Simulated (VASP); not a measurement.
Ni3Hg: single point with PBE

The system is Ni3Hg.

```
Ni Hg
1.0
     3.74491    0.00000    0.00000
     0.00000    3.74491    0.00000
     0.00000    0.00000    3.74491
Ni Hg
3 1
Direct
  0.00000 0.50000 0.50000
  0.50000 0.00000 0.50000
  0.50000 0.50000 0.00000
  0.00000 0.00000 0.00000
```

* Program: VASP 6.6.1
* Task: single point
* Functional: PBE
* Potentials or basis: VASP PAW PBE potentials, release 64 (Ni, Hg)
* Cutoff: 520 eV
* k mesh: 6 × 6 × 6
* Occupations: gaussian, width 0.1 eV
* Spin: collinear spin, ferromagnetic start
* Starting moments: [2.0, 2.0, 2.0, 0.0] μB

The pressure is 2.1 GPa. The net moment is 1.19 μB per cell. The site moments are Ni +0.41; Hg -0.01 μB. The valence electrons inside the program's atomic spheres are Ni 9.18; Hg 10.74.

Levels at points of the mesh, in eV from the Fermi level:
Spin up:
```
           k point  band 17  band 18  band 19  band 20  band 21  band 22  band 23  band 24  band 25  band 26
(0.00, 0.00, 0.00)    -0.55    -0.37    -0.28    -0.28    -0.28     1.45     1.45     1.45     6.19     8.00
(0.50, 0.00, 0.00)    -1.17    -1.09    -1.04    -0.81    -0.60    -0.28     6.05     6.05     6.92     6.92
(0.50, 0.50, 0.00)    -1.23    -1.23    -1.01    -0.98     0.04     0.36     0.63     0.63     9.61     9.69
(0.50, 0.50, 0.50)    -0.77    -0.77    -0.73    -0.73    -0.40    -0.40    -0.40    -0.28     2.54     4.66
```
Spin down:
```
           k point  band 17  band 18  band 19  band 20  band 21  band 22  band 23  band 24
(0.00, 0.00, 0.00)    -0.25     0.05     0.32     0.32     0.32     1.44     1.44     1.44
(0.50, 0.00, 0.00)    -0.72    -0.72    -0.68    -0.48    -0.26     0.32     6.15     6.15
(0.50, 0.50, 0.00)    -0.92    -0.91    -0.64    -0.43     0.33     0.52     1.05     1.05
(0.50, 0.50, 0.50)    -0.46    -0.46    -0.38    -0.38    -0.31     0.13     0.13     0.13
```

Run time: 35 s on 1 thread of Intel(R) Xeon(R) Platinum 8559C (Emerald Rapids) (shared host), peak memory 0.2 GiB.

Caveat: spin-orbit coupling is left out, which moves the levels of the heavy elements.
